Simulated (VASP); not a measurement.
Runs of VASP 6.6.1 on Sc. The structure is that of space group P6_3/mmc (No. 194), or close to it. The cells are those of the table. 

| cell | gap on the mesh (eV) | pressure (GPa) |
| --- | --- | --- |
| a = 3.309, b = 3.309, c = 5.273 Å, angles 90.0, 90.0, 120.0°, 2 atoms | none | (b) |
| a = 3.395, b = 3.395, c = 5.410 Å, angles 90.0, 90.0, 120.0°, 2 atoms | none | -6.0 |
| a = 3.279, b = 3.279, c = 5.226 Å, angles 90.0, 90.0, 120.0°, 2 atoms | none | (a) |
| a = 3.249, b = 3.249, c = 5.178 Å, angles 90.0, 90.0, 120.0°, 2 atoms | none | 0.0 |
| a = 3.367, b = 3.367, c = 5.365 Å, angles 90.0, 90.0, 120.0°, 2 atoms | none | -5.1 |

Alike in all rows: task single point; level PBEsol; potentials or basis VASP PAW PBE potentials, release 64 (Sc_sv); no spin polarisation; k mesh 10 × 10 × 6; cutoff (eV) 520; smearing gaussian 0.1 eV.

Q: Estimate the missing entries.

A: (a) -1.5; (b) -2.9.

Caveats: the PAW data sets were made with another functional, which shifts forces and pressure a little.

A gap of «none» marks levels without a gap at the run's occupations.
